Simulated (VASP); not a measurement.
# Cu (Fm-3m) in VASP: single point with PBEsol+D4

Aim: the single point of Cu with PBEsol+D4.

All numbers are computed with VASP 6.6.1; they aren't measurements. Logs are shortened: lines on timing, memory, paths and dates and some standing lists are left out, and cuts for length are marked.

## Step 1: The cell of the first run

It takes space group Fm-3m (No. 225, cubic). The conventional cell has a = 3.534 Å, b = 3.534 Å, c = 3.534 Å, α = 90.00°, β = 90.00°, γ = 90.00°. Cu (site symmetry m-3m) has 12 Cu at 2.50 Å within 3.3 Å.

## Step 2: Single point, PBEsol+D4

INCAR

```
  ALGO = Normal
  EDIFF = 1E-6
  ENCUT = 600
  GGA = PS
  GGA_COMPAT = False
  ISIF = 2
  ISMEAR = 0
  IVDW = 13
  LASPH = True
  LCHARG = False
  LREAL = False
  LWAVE = False
  NBANDS = 12
  NELM = 120
  PREC = Accurate
  SIGMA = 0.1
```

KPOINTS

```
k-points
0
Gamma
  20 20 20
```

POSCAR

```
Cu
1.0
    0.0000000000      1.7668828410      1.7668828410
    1.7668828410      0.0000000000      1.7668828410
    1.7668828410      1.7668828410      0.0000000000
Cu
1
Direct
    0.0000000000      0.0000000000      0.0000000000
```

Potentials or basis: VASP PAW PBE potentials, release 64 (Cu).

Started as:

```sh
$ cat potpaw_PBE.64/Cu/POTCAR > POTCAR
$ mpirun -np 1 vasp_std > vasp.out
```

OUTCAR:

```text
EDIFF = 1E-6
   ENCUT = 600
   GGA = PS
   ISIF = 2
   ISMEAR = 0
   IVDW = 13
   LASPH = True
   LREAL = False
   NELM = 120
   PREC = Accurate

 ion  position               nearest neighbor table
   1  0.000  0.000  0.000-

  LATTYP: Found a face centered cubic cell.
 ALAT       =     3.5337656820

  Lattice vectors:

 A1 = (   0.0000000000,   1.7668828410,   1.7668828410)
 A2 = (   1.7668828410,   0.0000000000,   1.7668828410)
 A3 = (   1.7668828410,   1.7668828410,   0.0000000000)

Analysis of symmetry for initial positions (statically):
=====================================================================
 Subroutine PRICEL returns:
 Original cell was already a primitive cell.

 Routine SETGRP: Setting up the symmetry group for a
 face centered cubic supercell.

 Subroutine GETGRP returns: Found 48 space group operations
 (whereof 48 operations were pure point group operations)
 out of a pool of 48 trial point group operations.

The static configuration has the point symmetry O_h .

Analysis of symmetry for dynamics (positions and initial velocities):
=====================================================================
 Subroutine PRICEL returns:
 Original cell was already a primitive cell.

 Routine SETGRP: Setting up the symmetry group for a
 face centered cubic supercell.

 Subroutine GETGRP returns: Found 48 space group operations
 (whereof 48 operations were pure point group operations)
 out of a pool of 48 trial point group operations.

The dynamic configuration has the point symmetry O_h .

 Subroutine INISYM returns: Found 48 space group operations
 (whereof 48 operations are pure point group operations),
 and found     1 'primitive' translations

----------------------------------------------------------------------------------------

                                     Primitive cell

  volume of cell :      11.0320

  direct lattice vectors                    reciprocal lattice vectors
     0.000000000  1.766882841  1.766882841    -0.282984241  0.282984241  0.282984241
     1.766882841  0.000000000  1.766882841     0.282984241 -0.282984241  0.282984241
     1.766882841  1.766882841  0.000000000     0.282984241  0.282984241 -0.282984241

  length of vectors
     2.498749677  2.498749677  2.498749677     0.490143083  0.490143083  0.490143083

  position of ions in fractional coordinates (direct lattice)
     0.000000000  0.000000000  0.000000000

  ion indices of the primitive-cell ions
   primitive index   ion index
                 1           1

----------------------------------------------------------------------------------------

 KPOINTS: k-points

Automatic generation of k-mesh.
 Grid dimensions read from file:
 generate k-points for:   20   20   20

 Generating k-lattice:

  Cartesian coordinates                     Fractional coordinates (reciprocal lattice)
    -0.014149212  0.014149212  0.014149212     0.050000000  0.000000000  0.000000000
     0.014149212 -0.014149212  0.014149212     0.000000000  0.050000000  0.000000000
     0.014149212  0.014149212 -0.014149212     0.000000000  0.000000000  0.050000000

  Length of vectors
     0.024507154  0.024507154  0.024507154

  Shift w.r.t. Gamma in fractional coordinates (k-lattice)
     0.000000000  0.000000000  0.000000000

 Subroutine IBZKPT returns following result:
 ===========================================

 Found    256 irreducible k-points:

 Following reciprocal coordinates:
            Coordinates               Weight
  0.000000  0.000000  0.000000      1.000000
  0.050000  0.000000  0.000000      8.000000
  0.100000  0.000000  0.000000      8.000000
  0.150000  0.000000  0.000000      8.000000
  0.200000  0.000000  0.000000      8.000000
  0.250000  0.000000  0.000000      8.000000
[... 16 lines left out ...]
 -0.400000  0.050000  0.000000     24.000000
 -0.350000  0.050000  0.000000     24.000000
 [... further k-points ...]
   k-points           NKPTS =    256   k-points in BZ     NKDIM =    256   number of bands    NBANDS=     12
   number of dos      NEDOS =    301   number of ions     NIONS =      1
   total plane-waves  NPLWV =   8000
   dimension x,y,z NGX =    20 NGY =   20 NGZ =   20
   dimension x,y,z NGXF=    40 NGYF=   40 NGZF=   40
   ions per type =               1
   NGX,Y,Z   is equivalent  to a cutoff of  13.31, 13.31, 13.31 a.u.
   NGXF,Y,Z  is equivalent  to a cutoff of  26.61, 26.61, 26.61 a.u.
 SYSTEM =  unknown system
   PREC   = accura    normal or accurate (medium, high low for compatibility)
   ISTART =      0    job   : 0-new  1-cont  2-samecut
   ICHARG =      2    charge: 1-file 2-atom 10-const
   ISPIN  =      1    spin polarized calculation?
   LNONCOLLINEAR =      F non collinear calculations
   LSORBIT =      F    spin-orbit coupling
   LASPH  =      T    aspherical Exc in radial PAW
   ENCUT  =  600.0 eV  44.10 Ry    6.64 a.u.   4.99  4.99  4.99*2*pi/ulx,y,z
   NELM   =    120;   NELMIN=  2; NELMDL= -5     # of ELM steps
   EDIFF  = 0.1E-05   stopping-criterion for ELM
   LREAL  =      F    real-space projection
   EDIFFG = 0.1E-04   stopping-criterion for IOM
   NSW    =      0    number of steps for IOM
   IBRION =     -1    ionic relax: 0-MD 1-quasi-New 2-CG
   NFREE  =      0    steps in history (QN), initial steepest desc. (CG)
   ISIF   =      2    stress and relaxation
   ISYM   =      2    0-nonsym 1-usesym 2-fastsym
   POTIM  = 0.5000    time-step for ionic-motion
   TEBEG  =    0.0;   TEEND  =   0.0 temperature during run
   PSTRESS=    0.0 pullay stress
   NELECT =      11.0000    total number of electrons
   NUPDOWN=      -1.0000    fix difference up-down
   EMIN   =  10.00;   EMAX   =-10.00  energy-range for DOS
   EFERMI =   0.00;   METHOD = LEGACY
   ISMEAR =     0;   SIGMA  =   0.10  broadening in eV -4-tet -1-fermi 0-gaus
   EFERMI_NEDOS =   21; number of points for ismear=-14 and -15
   IALGO  =     38    algorithm
   IMIX   =      4    mixing-type and parameters
     AMIX     =   0.40;   BMIX     =  1.00
     AMIX_MAG =   1.60;   BMIX_MAG =  1.00
  volume/ion in A,a.u.               =      11.03        74.45
  Fermi-wavevector in a.u.,A,eV,Ry     =   1.635515  3.090676 36.394369  2.674911
  Thomas-Fermi vector in A             =   2.726975
   LORBIT       =      0    0 simple, 1 ext, 2 COOP (PROOUT), +10 PAW based schemes
   GGA     = PS    functional components
   LHFCALC =     F    Hartree Fock is set to
   AEXX    =    0.0000 exact exchange contribution
   IVDW    =    13    specifies the selected vdW correction
   LEPSILON=     F    determine dielectric tensor
   LRPA    =     F    only Hartree local field effects (RPA)
 non-spin polarized calculation
 Gauss-broadening in eV      SIGMA  =   0.10
  energy-cutoff  :      600.00
  volume of cell :       11.03
 maximum number of plane-waves:       380
   NGX =  9   NGY =  9   NGZ =  9

 number of electron      11.0000006 magnetization

 Free energy of the ion-electron system (eV)
  ---------------------------------------------------
  ext. energy  EPLUGINS =         0.00000000
  ---------------------------------------------------
  free energy    TOTEN  =        -4.30472475 eV

  energy without entropy =       -4.30344600  energy(sigma->0) =       -4.30408538

 E-fermi :   8.2433     XC(G=0): -13.3107

 val. band max:        8.1894265597   @ k =   0.4500   0.3000   0.0000
 cond. band min:       8.2517218943   @ k =  -0.4500   0.1000   0.0000
 fundamental gap:      0.0622953346
 Fermi energy:         8.2433026358

 k-point     1 :       0.0000    0.0000    0.0000
  band No.  band energies     occupation
      1      -1.6491      2.00000
      2       5.0298      2.00000
      3       5.0298      2.00000
      4       5.0298      2.00000
      5       5.9547      2.00000
      6       5.9547      2.00000
      7      31.3991      0.00000
      8      34.5507      0.00000
      9      34.5507      0.00000
     10      34.5507      0.00000
     11      37.1019      0.00000
     12      37.1019      0.00000

 k-point     2 :       0.0500    0.0000    0.0000
  band No.  band energies     occupation
      1      -1.5533      2.00000
      2       5.0077      2.00000
      3       5.0492      2.00000
      4       5.0492      2.00000
      5       5.9467      2.00000
      6       5.9467      2.00000
      7      30.9673      0.00000
      8      33.2134      0.00000
      9      34.2409      0.00000
     10      34.2409      0.00000
     11      37.5401      0.00000
     12      37.5401      0.00000

 k-point     3 :       0.1000    0.0000    0.0000
  band No.  band energies     occupation
      1      -1.2686      2.00000
      2       4.9463      2.00000
      3       5.1011      2.00000
      4       5.1011      2.00000
      5       5.9286      2.00000
      6       5.9286      2.00000
      7      29.0762      0.00000
      8      32.3485      0.00000
      9      33.6403      0.00000
     10      33.6403      0.00000
     11      38.4844      0.00000
     12      38.4845      0.00000
[... 286 lines left out ...]
 k-point    23 :      -0.4000    0.0500    0.0000
  band No.  band energies     occupation
      1       2.6694      2.00000
      2       5.0029      2.00000
      3       5.0554      2.00000
      4       5.7634      2.00000
      5       6.4456      2.00000
      6       6.9086      2.00000
      7      14.0481      0.00000
      8      28.8389      0.00000
      9      30.8199      0.00000
     10      31.7610      0.00000
     11      34.6251      0.00000
     12      36.0689      0.00000

 k-point    24 :      -0.3500    0.0500    0.0000
  band No.  band energies     occupation
      1       2.3131      2.00000
      2       5.0594      2.00000
      3       5.1046      2.00000
      4       5.2039      2.00000
      5       6.3013      2.00000
      6       6.6055      2.00000
      7      15.9436      0.00000
      8      28.8108      0.00000
      9      31.1979      0.00000
     10      32.5334      0.00000
     11      34.6916      0.00000
     12      36.5461      0.00000

 [... further k-points ...]

------------------------ aborting loop because EDIFF is reached ----------------------------------------

  DFT-D4 for vdW energy calculation

  Edisp (eV):   -0.34459

  FORCE on cell =-STRESS in cart. coord.  units (eV):
  Direction    XX          YY          ZZ          XY          YZ          ZX
  --------------------------------------------------------------------------------------
  -------------------------------------------------------------------------------------
  Total       0.06005     0.06005     0.06005    -0.00000     0.00000     0.00000
  in kB       8.72065     8.72065     8.72065    -0.00000     0.00000     0.00000
  external pressure =        8.72 kB  Pullay stress =        0.00 kB

 VOLUME and BASIS-vectors are now :
 -----------------------------------------------------------------------------
  energy-cutoff  :      600.00
  volume of cell :       11.03
      direct lattice vectors                 reciprocal lattice vectors
     0.000000000  1.766882841  1.766882841    -0.282984241  0.282984241  0.282984241
     1.766882841  0.000000000  1.766882841     0.282984241 -0.282984241  0.282984241
     1.766882841  1.766882841  0.000000000     0.282984241  0.282984241 -0.282984241

 POSITION                                       TOTAL-FORCE (eV/Angst)
 -----------------------------------------------------------------------------------
      0.00000      0.00000      0.00000         0.000000      0.000000      0.000000
 -----------------------------------------------------------------------------------
    total drift:                                0.000000     -0.000000      0.000000

  FREE ENERGIE OF THE ION-ELECTRON SYSTEM (eV)
  ---------------------------------------------------
  free  energy   TOTEN  =        -4.6493175543 eV

  energy  without entropy=       -4.6480388005  energy(sigma->0) =       -4.64867818
```

Run time: 53 s. Hardware: 1 thread of Intel Xeon 8259CL, shared host; peak memory 0.16 GiB.

Results:

```
Free energy                : -4.6493 eV
Pressure                   : 0.9 GPa
Dispersion energy per atom : -0.345 eV
```

Caveat: the PAW data sets were made with another functional, which shifts forces and pressure a little; pairwise dispersion overbinds metals, which lowers pressure and volume.
